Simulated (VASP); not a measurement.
# NaIn2 (P6/mmm) in VASP: single point with PBE

Aim: the single point of NaIn2 with PBE.

Everything below comes from runs of VASP 6.6.1. Logs are shortened: lines on timing, memory, paths and dates and some standing lists are left out, and cuts for length are marked.

**1. The cell of the first run**

It takes space group P6/mmm (No. 191, hexagonal). Conventional cell: a = 5.156 Å, b = 5.156 Å, c = 3.543 Å, α = 90.00°, β = 90.00°, γ = 120.00°. Within 4.6 Å of Na (site symmetry 6/mmm) lie 12 In at 3.46 Å and 2 Na at 3.54 Å. In (site symmetry -6m2) has 5 In at 2.98 to 3.54 Å and 6 Na at 3.46 Å within 3.9 Å.

**2. Single point, PBE**

INCAR reads:

```
PREC = Accurate
ENCUT = 520
EDIFF = 1E-6
ISMEAR = 0
SIGMA = 0.1
LREAL = False
LASPH = True
NELM = 80
ALGO = Fast
ISIF = 2
LWAVE = False
LCHARG = False
GGA = PE
NBANDS = 24
```

KPOINTS reads:

```
Automatic mesh
0
Gamma
  12 12 14
```

POSCAR reads:

```
NaIn2
1.0
    5.1556287950      0.0000000000      0.0000000000
   -2.5778143975      4.4649055090      0.0000000000
    0.0000000000      0.0000000000      3.5429641016
Na In
1 2
Direct
    0.0000000000      0.0000000000      0.0000000000
    0.3333333333      0.6666666667      0.5000000000
    0.6666666667      0.3333333333      0.5000000000
```

Potentials or basis: VASP PAW PBE potentials, release 64 (Na_pv, In_d).

The run is started by

```bash
$ cat potpaw_PBE.64/Na_pv/POTCAR potpaw_PBE.64/In_d/POTCAR > POTCAR
$ mpirun -np 1 vasp_std > vasp.out
```

OUTCAR:

```text
PREC = Accurate
   ENCUT = 520
   EDIFF = 1E-6
   ISMEAR = 0
   LREAL = False
   LASPH = True
   NELM = 80
   ISIF = 2
   GGA = PE

 ion  position               nearest neighbor table
   1  0.000  0.000  0.000-
   2  0.333  0.667  0.500-   3 2.98   3 2.98   3 2.98
   3  0.667  0.333  0.500-   2 2.98   2 2.98   2 2.98

  LATTYP: Found a hexagonal cell.
 ALAT       =     5.1556287950
 C/A-ratio  =     0.6872031022

  Lattice vectors:

 A1 = (   5.1556287950,   0.0000000000,   0.0000000000)
 A2 = (  -2.5778143975,   4.4649055090,   0.0000000000)
 A3 = (   0.0000000000,   0.0000000000,   3.5429641016)

Analysis of symmetry for initial positions (statically):
=====================================================================
 Subroutine PRICEL returns:
 Original cell was already a primitive cell.

 Routine SETGRP: Setting up the symmetry group for a
 hexagonal supercell.

 Subroutine GETGRP returns: Found 24 space group operations
 (whereof 24 operations were pure point group operations)
 out of a pool of 24 trial point group operations.

The static configuration has the point symmetry D_6h.

Analysis of symmetry for dynamics (positions and initial velocities):
=====================================================================
 Subroutine PRICEL returns:
 Original cell was already a primitive cell.

 Routine SETGRP: Setting up the symmetry group for a
 hexagonal supercell.

 Subroutine GETGRP returns: Found 24 space group operations
 (whereof 24 operations were pure point group operations)
 out of a pool of 24 trial point group operations.

The dynamic configuration has the point symmetry D_6h.

 Subroutine INISYM returns: Found 24 space group operations
 (whereof 24 operations are pure point group operations),
 and found     1 'primitive' translations

----------------------------------------------------------------------------------------

                                     Primitive cell

  volume of cell :      81.5569

  direct lattice vectors                    reciprocal lattice vectors
     5.155628795  0.000000000  0.000000000     0.193962762  0.111984453  0.000000000
    -2.577814398  4.464905509  0.000000000     0.000000000  0.223968905  0.000000000
     0.000000000  0.000000000  3.542964102     0.000000000  0.000000000  0.282249543

  length of vectors
     5.155628795  5.155628795  3.542964102     0.223968905  0.223968905  0.282249543

  position of ions in fractional coordinates (direct lattice)
     0.000000000  0.000000000  0.000000000
     0.333333333  0.666666667  0.500000000
     0.666666667  0.333333333  0.500000000

  ion indices of the primitive-cell ions
   primitive index   ion index
                 1           1
                 2           2
                 3           3

----------------------------------------------------------------------------------------

 KPOINTS: Automatic mesh

Automatic generation of k-mesh.
 Grid dimensions read from file:
 generate k-points for:   12   12   14

 Generating k-lattice:

  Cartesian coordinates                     Fractional coordinates (reciprocal lattice)
     0.016163563  0.009332038  0.000000000     0.083333333  0.000000000  0.000000000
     0.000000000  0.018664075  0.000000000     0.000000000  0.083333333  0.000000000
     0.000000000  0.000000000  0.020160682     0.000000000  0.000000000  0.071428571

  Length of vectors
     0.018664075  0.018664075  0.020160682

  Shift w.r.t. Gamma in fractional coordinates (k-lattice)
     0.000000000  0.000000000  0.000000000

 Subroutine IBZKPT returns following result:
 ===========================================

 Found    152 irreducible k-points:

 Following reciprocal coordinates:
            Coordinates               Weight
  0.000000  0.000000  0.000000      1.000000
  0.083333  0.000000  0.000000      6.000000
  0.166667  0.000000  0.000000      6.000000
  0.250000  0.000000  0.000000      6.000000
  0.333333  0.000000  0.000000      6.000000
  0.416667  0.000000  0.000000      6.000000
[... 16 lines left out ...]
  0.250000  0.000000  0.071429     12.000000
  0.333333  0.000000  0.071429     12.000000
 [... further k-points ...]
   k-points           NKPTS =    152   k-points in BZ     NKDIM =    152   number of bands    NBANDS=     24
   number of dos      NEDOS =    301   number of ions     NIONS =      3
   total plane-waves  NPLWV =  44800
   dimension x,y,z NGX =    40 NGY =   40 NGZ =   28
   dimension x,y,z NGXF=    80 NGYF=   80 NGZF=   56
   ions per type =               1   2
   NGX,Y,Z   is equivalent  to a cutoff of  12.90, 12.90, 13.14 a.u.
   NGXF,Y,Z  is equivalent  to a cutoff of  25.80, 25.80, 26.28 a.u.
 SYSTEM =  unknown system
   PREC   = accura    normal or accurate (medium, high low for compatibility)
   ISTART =      0    job   : 0-new  1-cont  2-samecut
   ICHARG =      2    charge: 1-file 2-atom 10-const
   ISPIN  =      1    spin polarized calculation?
   LNONCOLLINEAR =      F non collinear calculations
   LSORBIT =      F    spin-orbit coupling
   LASPH  =      T    aspherical Exc in radial PAW
   ENCUT  =  520.0 eV  38.22 Ry    6.18 a.u.   9.59  9.59  6.59*2*pi/ulx,y,z
   NELM   =     80;   NELMIN=  2; NELMDL= -5     # of ELM steps
   EDIFF  = 0.1E-05   stopping-criterion for ELM
   LREAL  =      F    real-space projection
   EDIFFG = 0.1E-04   stopping-criterion for IOM
   NSW    =      0    number of steps for IOM
   IBRION =     -1    ionic relax: 0-MD 1-quasi-New 2-CG
   NFREE  =      0    steps in history (QN), initial steepest desc. (CG)
   ISIF   =      2    stress and relaxation
   ISYM   =      2    0-nonsym 1-usesym 2-fastsym
   POTIM  = 0.5000    time-step for ionic-motion
   TEBEG  =    0.0;   TEEND  =   0.0 temperature during run
   PSTRESS=    0.0 pullay stress
   NELECT =      33.0000    total number of electrons
   NUPDOWN=      -1.0000    fix difference up-down
   EMIN   =  10.00;   EMAX   =-10.00  energy-range for DOS
   EFERMI =   0.00;   METHOD = LEGACY
   ISMEAR =     0;   SIGMA  =   0.10  broadening in eV -4-tet -1-fermi 0-gaus
   EFERMI_NEDOS =   21; number of points for ismear=-14 and -15
   IALGO  =     68    algorithm
   IMIX   =      4    mixing-type and parameters
     AMIX     =   0.40;   BMIX     =  1.00
     AMIX_MAG =   1.60;   BMIX_MAG =  1.00
  volume/ion in A,a.u.               =      27.19       183.46
  Fermi-wavevector in a.u.,A,eV,Ry     =   1.210856  2.288187 19.948493  1.466173
  Thomas-Fermi vector in A             =   2.346390
   LORBIT       =      0    0 simple, 1 ext, 2 COOP (PROOUT), +10 PAW based schemes
   GGA     = PE    functional components
   LHFCALC =     F    Hartree Fock is set to
   AEXX    =    0.0000 exact exchange contribution
   IVDW    =     0    specifies the selected vdW correction
   LEPSILON=     F    determine dielectric tensor
   LRPA    =     F    only Hartree local field effects (RPA)
 non-spin polarized calculation
 RMM-DIIS sequential band-by-band and
 Gauss-broadening in eV      SIGMA  =   0.10
  energy-cutoff  :      520.00
  volume of cell :       81.56
 maximum number of plane-waves:      2239
 NGX is ok and might be reduce to    40
   NGX = 19   NGY = 19   NGZ = 13

 number of electron      32.9999994 magnetization

 Free energy of the ion-electron system (eV)
  ---------------------------------------------------
  ext. energy  EPLUGINS =         0.00000000
  ---------------------------------------------------
  free energy    TOTEN  =        -6.81387310 eV

  energy without entropy =       -6.80809916  energy(sigma->0) =       -6.81098613

 E-fermi :   5.0481     XC(G=0):  -9.1400

 val. band max:        5.0435583776   @ k =   0.4167   0.0833   0.0000
 cond. band min:       5.0686562258   @ k =   0.4167   0.0000   0.2143
 fundamental gap:      0.0250978482
 Fermi energy:         5.0480869410

 k-point     1 :       0.0000    0.0000    0.0000
  band No.  band energies     occupation
      1     -19.5700      2.00000
      2     -19.5698      2.00000
      3     -19.5698      2.00000
      4      -9.7418      2.00000
      5      -9.5758      2.00000
      6      -9.5758      2.00000
[... 16 lines left out ...]
     23      14.5518      0.00000
     24      16.9303      0.00000

 k-point     2 :       0.0833    0.0000    0.0000
  band No.  band energies     occupation
      1     -19.5701      2.00000
      2     -19.5699      2.00000
      3     -19.5698      2.00000
      4      -9.7407      2.00000
      5      -9.5918      2.00000
      6      -9.5917      2.00000
[... 16 lines left out ...]
     23      14.3435      0.00000
     24      16.6129      0.00000

 k-point     3 :       0.1667    0.0000    0.0000
  band No.  band energies     occupation
      1     -19.5701      2.00000
      2     -19.5701      2.00000
      3     -19.5698      2.00000
      4      -9.7380      2.00000
      5      -9.6256      2.00000
      6      -9.6253      2.00000
[... 16 lines left out ...]
     23      13.8196      0.00000
     24      15.9562      0.00000

 k-point     4 :       0.2500    0.0000    0.0000
  band No.  band energies     occupation
      1     -19.5703      2.00000
      2     -19.5701      2.00000
      3     -19.5699      2.00000
      4      -9.7360      2.00000
      5      -9.6606      2.00000
      6      -9.6577      2.00000
[... 16 lines left out ...]
     23      13.1559      0.00000
     24      15.2354      0.00000

 k-point     5 :       0.3333    0.0000    0.0000
  band No.  band energies     occupation
      1     -19.5706      2.00000
      2     -19.5701      2.00000
      3     -19.5699      2.00000
      4      -9.7385      2.00000
      5      -9.6889      2.00000
      6      -9.6789      2.00000
[... 16 lines left out ...]
     23      12.4836      0.00000
     24      14.5155      0.00000

 k-point     6 :       0.4167    0.0000    0.0000
  band No.  band energies     occupation
      1     -19.5708      2.00000
      2     -19.5701      2.00000
      3     -19.5700      2.00000
      4      -9.7452      2.00000
      5      -9.7070      2.00000
      6      -9.6869      2.00000
[... 16 lines left out ...]
     23      12.8428      0.00000
     24      13.3670      0.00000
[... 379 lines left out ...]
 k-point    21 :       0.0833    0.0000    0.0714
  band No.  band energies     occupation
      1     -19.5717      2.00000
      2     -19.5697      2.00000
      3     -19.5696      2.00000
      4      -9.7331      2.00000
      5      -9.5914      2.00000
      6      -9.5911      2.00000
[... 16 lines left out ...]
     23      13.6966      0.00000
     24      15.8042      0.00000

 k-point    22 :       0.1667    0.0000    0.0714
  band No.  band energies     occupation
      1     -19.5717      2.00000
      2     -19.5699      2.00000
      3     -19.5697      2.00000
      4      -9.7308      2.00000
      5      -9.6252      2.00000
      6      -9.6237      2.00000
[... 16 lines left out ...]
     23      13.0829      0.00000
     24      15.4078      0.00000

 k-point    23 :       0.2500    0.0000    0.0714
  band No.  band energies     occupation
      1     -19.5717      2.00000
      2     -19.5701      2.00000
      3     -19.5697      2.00000
      4      -9.7299      2.00000
      5      -9.6601      2.00000
      6      -9.6550      2.00000
[... 16 lines left out ...]
     23      13.0390      0.00000
     24      15.0682      0.00000

 k-point    24 :       0.3333    0.0000    0.0714
  band No.  band energies     occupation
      1     -19.5717      2.00000
      2     -19.5704      2.00000
      3     -19.5697      2.00000
      4      -9.7343      2.00000
      5      -9.6884      2.00000
      6      -9.6741      2.00000
[... 16 lines left out ...]
     23      13.3072      0.00000
     24      14.5090      0.00000

 [... further k-points ...]

------------------------ aborting loop because EDIFF is reached ----------------------------------------

  FORCE on cell =-STRESS in cart. coord.  units (eV):
  Direction    XX          YY          ZZ          XY          YZ          ZX
  --------------------------------------------------------------------------------------
  -------------------------------------------------------------------------------------
  Total        0.0370515      0.0370515     -0.0049234      0.0000000      0.0000000      0.0000000
  in kB        0.7278741      0.7278741     -0.0967197      0.0000000      0.0000000      0.0000000
  external PRESSURE =       0.4530095 kB  Pullay stress =       0.0000000 kB

 VOLUME and BASIS-vectors are now :
 -----------------------------------------------------------------------------
  energy-cutoff  :      520.00
  volume of cell :       81.56
      direct lattice vectors                 reciprocal lattice vectors
     5.155628795  0.000000000  0.000000000     0.193962762  0.111984453  0.000000000
    -2.577814398  4.464905509  0.000000000     0.000000000  0.223968905  0.000000000
     0.000000000  0.000000000  3.542964102     0.000000000  0.000000000  0.282249543

 POSITION                                       TOTAL-FORCE (eV/Angst)
 -----------------------------------------------------------------------------------
      0.00000      0.00000      0.00000        -0.000000      0.000000      0.000000
     -0.00000      2.97660      1.77148        -0.000000      0.000000      0.000000
      2.57781      1.48830      1.77148         0.000000      0.000000     -0.000000
 -----------------------------------------------------------------------------------
    total drift:                               -0.000000      0.000000      0.000000

  FREE ENERGIE OF THE ION-ELECTRON SYSTEM (eV)
  ---------------------------------------------------
  free  energy   TOTEN  =        -6.8138731019 eV

  energy  without entropy=       -6.8080991611  energy(sigma->0) =       -6.81098613
```

Wall time 5.7 min (1 thread of Intel Xeon 8259CL, shared host); peak memory 0.39 GiB.

What came out:

```
Free energy            : -6.8139 eV
Pressure               : 0.0 GPa
Band gap on the k mesh : zero (an odd number of electrons rules out a gap without spin polarisation)
```

Stress tensor (GPa, compression positive):
```
 0.07  0.00  0.00
 0.00  0.07  0.00
 0.00  0.00 -0.01
```

Caveat: spin-orbit coupling is left out, which moves the levels of the heavy elements.

The gap in the log of VASP goes by the Fermi energy; the results here count the filled bands.